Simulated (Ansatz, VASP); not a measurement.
## Two plane-wave programs on CdS

```
CELL_PARAMETERS angstrom
4.21980 0.00000 0.00000
-2.10990 3.65446 0.00000
0.00000 0.00000 6.85614
ATOMIC_POSITIONS crystal
Cd 0.33333 0.66667 0.99903
Cd 0.66667 0.33333 0.49903
S 0.33333 0.66667 0.37597
S 0.66667 0.33333 0.87597
```

Alike in both runs: functional r2SCAN; k mesh 12 × 12 × 4; occupations fermi-dirac, width 0.02 eV; no spin polarisation.

Ansatz relaxed the structure, and its values are those at the end. VASP's run is a single point on that final structure, the one shown.

|  | VASP | Ansatz |
| --- | --- | --- |
| version | VASP 6.6.1 | Ansatz 0.2.0 |
| potentials or method | VASP PAW PBE potentials, release 64 (Cd, S), cutoff 520 eV | PAW plane waves |
| valence electrons in the cell | 36 | 52 |

```tsv
	VASP	Ansatz	Ansatz less VASP
gap on the k mesh at the Fermi level (eV)	1.53	1.53	+0.003
pressure (GPa)	-1.9	-2.2	-0.23
```

VASP's potentials were made for PBE, not for r2SCAN. VASP's potentials hold 36 valence electrons a cell and Ansatz's 52, so a difference there can come from the potentials and not from the codes. Ansatz's warnings: stress scf threshold loose.
